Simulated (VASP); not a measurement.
Wanted: the native input for a VASP 6.6.1 run.

| Quantity | Value |
| --- | --- |
| Task | single point |
| Functional | r2SCAN |
| Potentials or basis | VASP PAW PBE potentials, release 64 (Lu) |
| Cutoff | 520 eV |
| k mesh | 12 × 12 × 4 |
| Occupations | fermi-dirac, width 0.1 eV |
| Spin | no spin polarisation |
| Dipole correction | no |
| Further INCAR settings | ALGO = Normal; EDIFF = 1e-07; NBANDS = 58 |

Crystal: Lu.

```
Lu
1.0
     3.61325    0.00000    0.00000
    -1.80662    3.12917    0.00000
     0.00000    0.00000   11.54027
Lu
4
Direct
  0.00000 0.00000 0.00000
  0.00000 0.00000 0.50000
  0.33333 0.66667 0.25000
  0.66667 0.33333 0.75000
```

One way to write it, as run:

POSCAR

```
Lu
1.0
    3.6132494367      0.0000000000      0.0000000000
   -1.8066247183      3.1291658024      0.0000000000
    0.0000000000      0.0000000000     11.5402695883
Lu
4
Direct
    0.0000000000      0.0000000000      0.0000000000
    0.0000000000      1.0000000000      0.5000000000
    0.3333333333      0.6666666667      0.2500000000
    0.6666666667      0.3333333333      0.7500000000
```

INCAR.step1

```
SYSTEM = Lu
PREC = Accurate
ENCUT = 520
ISMEAR = -1
SIGMA = 0.1
LREAL = .FALSE.
LASPH = .TRUE.
NELM = 100
NBANDS = 58
GGA = PE
ALGO = Normal
EDIFF = 1E-4
LWAVE = .TRUE.
LCHARG = .FALSE.
```

INCAR.step2

```
SYSTEM = Lu
PREC = Accurate
ENCUT = 520
EDIFF = 1E-7
ISMEAR = -1
SIGMA = 0.1
LREAL = .FALSE.
LASPH = .TRUE.
NELM = 100
ALGO = Normal
ISIF = 2
LWAVE = .FALSE.
LCHARG = .TRUE.
METAGGA = R2SCAN
LMIXTAU = .TRUE.
LELF = .TRUE.
LVHAR = .TRUE.
NBANDS = 58
ISTART = 1
```

KPOINTS

```
regular mesh
0
G
  12 12 4
  0 0 0
```

Potentials or basis: VASP PAW PBE potentials, release 64 (Lu).

The run is started by

```bash
$ cat potpaw_PBE.64/Lu/POTCAR > POTCAR
$ cp INCAR.step1 INCAR
$ mpirun -np 1 vasp_std > vasp.out
$ cp INCAR.step2 INCAR
$ mpirun -np 1 vasp_std > vasp.out
```

Results of the run:

```yaml
Pressure: -4.0 GPa
Band_gap_on_the_k_mesh: zero (bands 50 and 51 overlap by 1.56 eV)
```

Caveat: the cell stands under tension; the PAW data sets were made with another functional, which shifts forces and pressure a little; spin-orbit coupling is left out, which moves the levels of the heavy elements.

It took 21 min on 1 thread of AMD EPYC 9R45 96-Core Processor (Zen 5), with other jobs on the host, peak memory 0.45 GiB.
